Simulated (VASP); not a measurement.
# WC (Cm) in VASP: notebook

WC is run at these levels: PBE; tasks: single point.

Everything below comes from runs of VASP 6.6.1. Logs are shortened: lines on timing, memory, paths and dates and some standing lists are left out, and cuts for length are marked.

**1. The cell of the first run**

The structure is monoclinic, space group Cm (No. 8). The conventional cell has a = 5.024 Å, b = 2.901 Å, c = 2.829 Å, α = 90.00°, β = 90.00°, γ = 90.00°. W (site symmetry m) has 6 C at 1.99 to 2.34 Å within 2.6 Å. Within 2.6 Å of C (site symmetry m) lie 6 W at 1.99 to 2.34 Å.

**2. Single point, PBE**

INCAR

```
PREC = Accurate ; ENCUT = 520
EDIFF = 1E-6 ; ISMEAR = 0
SIGMA = 0.15 ; LREAL = False
LASPH = True ; NELM = 100
ALGO = Normal ; ISIF = 2
LWAVE = False ; LCHARG = False
GGA = PE ; NBANDS = 16
```

KPOINTS

```
Automatic mesh
0
Gamma
  18 18 16
```

POSCAR

```
WC
1.0
    2.9005014360      0.0000000000      0.0000000000
   -1.4502507180      2.5119079273      0.0000000000
    0.0000000000      0.0000000000      2.8290000000
W C
1 1
Direct
    0.0000000000      0.0000000000      0.0000000000
    0.6058409928      0.3029204964      0.4543807446
```

Potentials or basis: VASP PAW PBE potentials, release 64 (W_sv, C).

Launch:

```bash
$ cat potpaw_PBE.64/W_sv/POTCAR potpaw_PBE.64/C/POTCAR > POTCAR
$ mpirun -np 1 vasp_std > vasp.out
```

OUTCAR:

```text
PREC = Accurate
   ENCUT = 520
   EDIFF = 1E-6
   ISMEAR = 0
   LREAL = False
   LASPH = True
   NELM = 100
   ISIF = 2
   GGA = PE

 ion  position               nearest neighbor table
   1  0.000  0.000  0.000-   2 1.99   2 2.17   2 2.18   2 2.18   2 2.34   2 2.34
   2  0.606  0.303  0.454-   1 1.99   1 2.17   1 2.18   1 2.18   1 2.34   1 2.34

  LATTYP: Found a hexagonal cell.
 ALAT       =     2.9005014360
 C/A-ratio  =     0.9753485949

  Lattice vectors:

 A1 = (   2.9005014360,   0.0000000000,   0.0000000000)
 A2 = (  -1.4502507180,   2.5119079273,   0.0000000000)
 A3 = (   0.0000000000,   0.0000000000,   2.8290000000)

Analysis of symmetry for initial positions (statically):
=====================================================================
 Subroutine PRICEL returns:
 Original cell was already a primitive cell.

 Routine SETGRP: Setting up the symmetry group for a
 hexagonal supercell.

 Subroutine GETGRP returns: Found  2 space group operations
 (whereof  2 operations were pure point group operations)
 out of a pool of 24 trial point group operations.

The static configuration has the point symmetry C_1h.

Analysis of symmetry for dynamics (positions and initial velocities):
=====================================================================
 Subroutine PRICEL returns:
 Original cell was already a primitive cell.

 Routine SETGRP: Setting up the symmetry group for a
 hexagonal supercell.

 Subroutine GETGRP returns: Found  2 space group operations
 (whereof  2 operations were pure point group operations)
 out of a pool of 24 trial point group operations.

The dynamic configuration has the point symmetry C_1h.

 Subroutine INISYM returns: Found  2 space group operations
 (whereof  2 operations are pure point group operations),
 and found     1 'primitive' translations

----------------------------------------------------------------------------------------

                                     Primitive cell

  volume of cell :      20.6115

  direct lattice vectors                    reciprocal lattice vectors
     2.900501436  0.000000000  0.000000000     0.344767973  0.199051882  0.000000000
    -1.450250718  2.511907927  0.000000000     0.000000000  0.398103764  0.000000000
     0.000000000  0.000000000  2.829000000     0.000000000  0.000000000  0.353481796

  length of vectors
     2.900501436  2.900501436  2.829000000     0.398103764  0.398103764  0.353481796

  position of ions in fractional coordinates (direct lattice)
     0.000000000  0.000000000  0.000000000
     0.605840993  0.302920496  0.454380745

  ion indices of the primitive-cell ions
   primitive index   ion index
                 1           1
                 2           2

----------------------------------------------------------------------------------------

 KPOINTS: Automatic mesh

Automatic generation of k-mesh.
 Grid dimensions read from file:
 generate k-points for:   18   18   16

 Generating k-lattice:

  Cartesian coordinates                     Fractional coordinates (reciprocal lattice)
     0.019153776  0.011058438  0.000000000     0.055555556  0.000000000  0.000000000
     0.000000000  0.022116876  0.000000000     0.000000000  0.055555556  0.000000000
     0.000000000  0.000000000  0.022092612     0.000000000  0.000000000  0.062500000

  Length of vectors
     0.022116876  0.022116876  0.022092612

  Shift w.r.t. Gamma in fractional coordinates (k-lattice)
     0.000000000  0.000000000  0.000000000

 Subroutine IBZKPT returns following result:
 ===========================================

 Found   1379 irreducible k-points:

 Following reciprocal coordinates:
            Coordinates               Weight
  0.000000  0.000000  0.000000      1.000000
  0.055556  0.000000  0.000000      2.000000
  0.000000  0.055556  0.000000      4.000000
  0.111111  0.000000  0.000000      2.000000
  0.000000  0.111111  0.000000      4.000000
  0.166667  0.000000  0.000000      2.000000
[... 16 lines left out ...]
 -0.055556  0.166667  0.000000      4.000000
 -0.166667  0.111111  0.000000      4.000000
 [... further k-points ...]
   k-points           NKPTS =   1379   k-points in BZ     NKDIM =   1379   number of bands    NBANDS=     16
   number of dos      NEDOS =    301   number of ions     NIONS =      2
   total plane-waves  NPLWV =  13824
   dimension x,y,z NGX =    24 NGY =   24 NGZ =   24
   dimension x,y,z NGXF=    48 NGYF=   48 NGZF=   48
   ions per type =               1   1
   NGX,Y,Z   is equivalent  to a cutoff of  13.76, 13.76, 14.10 a.u.
   NGXF,Y,Z  is equivalent  to a cutoff of  27.51, 27.51, 28.21 a.u.
 SYSTEM =  unknown system
   PREC   = accura    normal or accurate (medium, high low for compatibility)
   ISTART =      0    job   : 0-new  1-cont  2-samecut
   ICHARG =      2    charge: 1-file 2-atom 10-const
   ISPIN  =      1    spin polarized calculation?
   LNONCOLLINEAR =      F non collinear calculations
   LSORBIT =      F    spin-orbit coupling
   LASPH  =      T    aspherical Exc in radial PAW
   ENCUT  =  520.0 eV  38.22 Ry    6.18 a.u.   5.39  5.39  5.26*2*pi/ulx,y,z
   NELM   =    100;   NELMIN=  2; NELMDL= -5     # of ELM steps
   EDIFF  = 0.1E-05   stopping-criterion for ELM
   LREAL  =      F    real-space projection
   EDIFFG = 0.1E-04   stopping-criterion for IOM
   NSW    =      0    number of steps for IOM
   IBRION =     -1    ionic relax: 0-MD 1-quasi-New 2-CG
   NFREE  =      0    steps in history (QN), initial steepest desc. (CG)
   ISIF   =      2    stress and relaxation
   ISYM   =      2    0-nonsym 1-usesym 2-fastsym
   POTIM  = 0.5000    time-step for ionic-motion
   TEBEG  =    0.0;   TEEND  =   0.0 temperature during run
   PSTRESS=    0.0 pullay stress
   NELECT =      18.0000    total number of electrons
   NUPDOWN=      -1.0000    fix difference up-down
   EMIN   =  10.00;   EMAX   =-10.00  energy-range for DOS
   EFERMI =   0.00;   METHOD = LEGACY
   ISMEAR =     0;   SIGMA  =   0.15  broadening in eV -4-tet -1-fermi 0-gaus
   EFERMI_NEDOS =   21; number of points for ismear=-14 and -15
   IALGO  =     38    algorithm
   IMIX   =      4    mixing-type and parameters
     AMIX     =   0.40;   BMIX     =  1.00
     AMIX_MAG =   1.60;   BMIX_MAG =  1.00
  volume/ion in A,a.u.               =      10.31        69.55
  Fermi-wavevector in a.u.,A,eV,Ry     =   1.564813  2.957068 33.315762  2.448639
  Thomas-Fermi vector in A             =   2.667381
   LORBIT       =      0    0 simple, 1 ext, 2 COOP (PROOUT), +10 PAW based schemes
   GGA     = PE    functional components
   LHFCALC =     F    Hartree Fock is set to
   AEXX    =    0.0000 exact exchange contribution
   IVDW    =     0    specifies the selected vdW correction
   LEPSILON=     F    determine dielectric tensor
   LRPA    =     F    only Hartree local field effects (RPA)
 non-spin polarized calculation
 Gauss-broadening in eV      SIGMA  =   0.15
  energy-cutoff  :      520.00
  volume of cell :       20.61
 maximum number of plane-waves:       580
 NGX is ok and might be reduce to    24
   NGX = 11   NGY = 11   NGZ = 11

 number of electron      18.0000000 magnetization

 Free energy of the ion-electron system (eV)
  ---------------------------------------------------
  ext. energy  EPLUGINS =         0.00000000
  ---------------------------------------------------
  free energy    TOTEN  =       -22.09935444 eV

  energy without entropy =      -22.09626460  energy(sigma->0) =      -22.09780952

 E-fermi :  11.2420     XC(G=0): -13.8190

 val. band max:       11.2415547467   @ k =  -0.1111   0.0000   0.3750
 cond. band min:      11.2434896590   @ k =   0.1667  -0.1111   0.4375
 fundamental gap:      0.0019349123
 Fermi energy:        11.2420177957

 k-point     1 :       0.0000    0.0000    0.0000
  band No.  band energies     occupation
      1     -62.7575      2.00000
      2     -26.7640      2.00000
      3     -26.6603      2.00000
      4     -26.6503      2.00000
      5      -3.3198      2.00000
      6       6.4803      2.00000
[... 8 lines left out ...]
     15      25.0882      0.00000
     16      27.0735      0.00000

 k-point     2 :       0.0556    0.0000    0.0000
  band No.  band energies     occupation
      1     -62.7557      2.00000
      2     -26.7619      2.00000
      3     -26.6761      2.00000
      4     -26.6664      2.00000
      5      -3.2331      2.00000
      6       6.4898      2.00000
[... 8 lines left out ...]
     15      25.1273      0.00000
     16      27.2686      0.00000

 k-point     3 :       0.0000    0.0556    0.0000
  band No.  band energies     occupation
      1     -62.7557      2.00000
      2     -26.7614      2.00000
      3     -26.6846      2.00000
      4     -26.6579      2.00000
      5      -3.2395      2.00000
      6       6.5159      2.00000
[... 8 lines left out ...]
     15      24.8957      0.00000
     16      27.3264      0.00000

 k-point     4 :       0.1111    0.0000    0.0000
  band No.  band energies     occupation
      1     -62.7504      2.00000
      2     -26.7754      2.00000
      3     -26.7304      2.00000
      4     -26.6839      2.00000
      5      -2.9793      2.00000
      6       6.4401      2.00000
[... 8 lines left out ...]
     15      25.2396      0.00000
     16      27.8273      0.00000
[... 324 lines left out ...]
 k-point    22 :       0.1111    0.0556    0.0000
  band No.  band energies     occupation
      1     -62.7455      2.00000
      2     -26.8347      2.00000
      3     -26.7335      2.00000
      4     -26.7004      2.00000
      5      -2.7418      2.00000
      6       6.3198      2.00000
[... 8 lines left out ...]
     15      25.1892      0.00000
     16      28.3494      0.00000

 k-point    23 :      -0.0556    0.1667    0.0000
  band No.  band energies     occupation
      1     -62.7456      2.00000
      2     -26.8296      2.00000
      3     -26.7459      2.00000
      4     -26.6887      2.00000
      5      -2.7915      2.00000
      6       6.4160      2.00000
[... 8 lines left out ...]
     15      24.2532      0.00000
     16      28.0927      0.00000

 k-point    24 :      -0.1667    0.1111    0.0000
  band No.  band energies     occupation
      1     -62.7455      2.00000
      2     -26.8337      2.00000
      3     -26.7385      2.00000
      4     -26.6946      2.00000
      5      -2.7627      2.00000
      6       6.3877      2.00000
[... 8 lines left out ...]
     15      24.7497      0.00000
     16      28.3253      0.00000

 [... further k-points ...]

------------------------ aborting loop because EDIFF is reached ----------------------------------------

  FORCE on cell =-STRESS in cart. coord.  units (eV):
  Direction    XX          YY          ZZ          XY          YZ          ZX
  --------------------------------------------------------------------------------------
  -------------------------------------------------------------------------------------
  Total        2.5408044      1.4278645      2.8032419      0.9638342      0.6221662      1.0776235
  in kB      197.5022607    110.9910182    217.9020986     74.9209338     48.3623350     83.7660176
  external PRESSURE =     175.4651258 kB  Pullay stress =       0.0000000 kB

 VOLUME and BASIS-vectors are now :
 -----------------------------------------------------------------------------
  energy-cutoff  :      520.00
  volume of cell :       20.61
      direct lattice vectors                 reciprocal lattice vectors
     2.900501436  0.000000000  0.000000000     0.344767973  0.199051882  0.000000000
    -1.450250718  2.511907927  0.000000000     0.000000000  0.398103764  0.000000000
     0.000000000  0.000000000  2.829000000     0.000000000  0.000000000  0.353481796

 POSITION                                       TOTAL-FORCE (eV/Angst)
 -----------------------------------------------------------------------------------
      0.00000      0.00000      0.00000        -2.470047     -1.426083     -2.137624
      1.31793      0.76091      1.28544         2.470047      1.426083      2.137624
 -----------------------------------------------------------------------------------
    total drift:                                0.000080      0.000046      0.000436

  FREE ENERGIE OF THE ION-ELECTRON SYSTEM (eV)
  ---------------------------------------------------
  free  energy   TOTEN  =       -22.0993544367 eV

  energy  without entropy=      -22.0962645979  energy(sigma->0) =      -22.09780952
```

Run time: 3.9 min. Hardware: 1 thread of Intel Xeon 6975P-C, shared host; peak memory 0.53 GiB.

Results:

```
Free energy            : -22.0994 eV
Pressure               : 17.5 GPa
Largest force          : 3.564 eV/Å
Band gap on the k mesh : zero (band 9 reaches 11.73 eV, above the bottom of band 10 at 10.84 eV)
```

Forces on the atoms (eV/Å):
```
W   -2.470 -1.426 -2.138
C    2.470  1.426  2.138
```

Caveat: the cell differs from its parent crystal (all C atoms moved +0.200 Å, as atom 2 towards its neighbour atom 1 (W) at 2.192 Å); spin-orbit coupling is left out, which moves the levels of the heavy elements; forces of over 1 eV/Å act on the atoms, so gaps and moduli don't describe the material at rest.

**3. Single point, PBE**

INCAR

```
ALGO = Normal
EDIFF = 1E-6
ENCUT = 520
GGA = PE
ISIF = 2
ISMEAR = 0
LASPH = True
LCHARG = False
LREAL = False
LWAVE = False
NBANDS = 16
NELM = 100
PREC = Accurate
SIGMA = 0.15
```

KPOINTS

```
k-points
0
Gamma
  18 18 16
```

Edit POSCAR of step 2 so:

```diff
@@ -9,2 +9,2 @@
     0.0000000000      0.0000000000      0.0000000000
-    0.6058409928      0.3029204964      0.4543807446
+    0.7122859221      0.3561429610      0.5342144415
```

Potentials or basis: VASP PAW PBE potentials, release 64 (W_sv, C).

Launch:

```bash
$ cat potpaw_PBE.64/W_sv/POTCAR potpaw_PBE.64/C/POTCAR > POTCAR
$ mpirun -np 1 vasp_std > vasp.out
```

OUTCAR:

```text
EDIFF = 1E-6
   ENCUT = 520
   GGA = PE
   ISIF = 2
   ISMEAR = 0
   LASPH = True
   LREAL = False
   NELM = 100
   PREC = Accurate

 ion  position               nearest neighbor table
   1  0.000  0.000  0.000-   2 2.09   2 2.09   2 2.22   2 2.22   2 2.22   2 2.34
   2  0.712  0.356  0.534-   1 2.09   1 2.09   1 2.22   1 2.22   1 2.22   1 2.34

  LATTYP: Found a hexagonal cell.
 ALAT       =     2.9005014360
 C/A-ratio  =     0.9753485949

  Lattice vectors:

[... 643 lines left out ...]

------------------------ aborting loop because EDIFF is reached ----------------------------------------

  FORCE on cell =-STRESS in cart. coord.  units (eV):
  Direction    XX          YY          ZZ          XY          YZ          ZX
  --------------------------------------------------------------------------------------
  -------------------------------------------------------------------------------------
  Total        1.2523669      1.9780469      2.0746097     -0.6284573      0.2456260      0.4254367
  in kB       97.3492062    153.7578951    161.2639310    -48.8513576     19.0930455     33.0701183
  external PRESSURE =     137.4570108 kB  Pullay stress =       0.0000000 kB

 VOLUME and BASIS-vectors are now :
 -----------------------------------------------------------------------------
  energy-cutoff  :      520.00
  volume of cell :       20.61
      direct lattice vectors                 reciprocal lattice vectors
     2.900501436  0.000000000  0.000000000     0.344767973  0.199051882  0.000000000
    -1.450250718  2.511907927  0.000000000     0.000000000  0.398103764  0.000000000
     0.000000000  0.000000000  2.829000000     0.000000000  0.000000000  0.353481796

 POSITION                                       TOTAL-FORCE (eV/Angst)
 -----------------------------------------------------------------------------------
      0.00000      0.00000      0.00000         1.501354      0.866807      1.504630
      1.54949      0.89460      1.51129        -1.501354     -0.866807     -1.504630
 -----------------------------------------------------------------------------------
    total drift:                               -0.000038     -0.000022     -0.000420

  FREE ENERGIE OF THE ION-ELECTRON SYSTEM (eV)
  ---------------------------------------------------
  free  energy   TOTEN  =       -22.2638230499 eV

  energy  without entropy=      -22.2609484807  energy(sigma->0) =      -22.26238577
```

OSZICAR:

```text
N       E                     dE             d eps       ncg     rms          rms(c)
DAV:   1     0.110785321552E+03    0.11079E+03   -0.93419E+03 44232   0.125E+03
DAV:   2    -0.220808956710E+02   -0.13287E+03   -0.12832E+03 52176   0.338E+02
DAV:   3    -0.253285523721E+02   -0.32477E+01   -0.32361E+01 49304   0.502E+01
DAV:   4    -0.253455111117E+02   -0.16959E-01   -0.16958E-01 56616   0.407E+00
DAV:   5    -0.253456346154E+02   -0.12350E-03   -0.12350E-03 49272   0.330E-01    0.334E+01
DAV:   6    -0.223464986312E+02    0.29991E+01   -0.57962E+00 53632   0.260E+01    0.901E+00
DAV:   7    -0.222918742242E+02    0.54624E-01   -0.43414E-01 45232   0.512E+00    0.650E+00
DAV:   8    -0.222649320957E+02    0.26942E-01   -0.59174E-02 50664   0.212E+00    0.101E+00
DAV:   9    -0.222638796666E+02    0.10524E-02   -0.28272E-03 48520   0.414E-01    0.120E-01
DAV:  10    -0.222638243929E+02    0.55274E-04   -0.29106E-04 54704   0.193E-01    0.523E-02
DAV:  11    -0.222638235828E+02    0.81003E-06   -0.12144E-05 51032   0.337E-02    0.776E-03
DAV:  12    -0.222638230499E+02    0.53288E-06   -0.21468E-06 42392   0.137E-02
   1 F= -.22263823E+02 E0= -.22262386E+02  d E =-.287457E-02
```

Run time: 3.5 min. Hardware: 1 thread of Intel Xeon 6975P-C, shared host; peak memory 0.53 GiB.

What came out:

```yaml
Free_energy: -22.2638 eV
Pressure: 13.7 GPa
Largest_force: 2.296 eV/Å
Band_gap_on_the_k_mesh: zero (band 9 reaches 11.94 eV, above the bottom of band 10 at 10.68 eV)
```

Forces in eV/Å, atoms in the order of the input:
```
W    1.501  0.867  1.505
C   -1.501 -0.867 -1.505
```

Caveat: the cell differs from its parent crystal (all C atoms moved -0.150 Å, as atom 2 towards its neighbour atom 1 (W) at 2.192 Å); spin-orbit coupling is left out, which moves the levels of the heavy elements; forces of over 1 eV/Å act on the atoms, so gaps and moduli don't describe the material at rest.

[end of part 1 of 2]
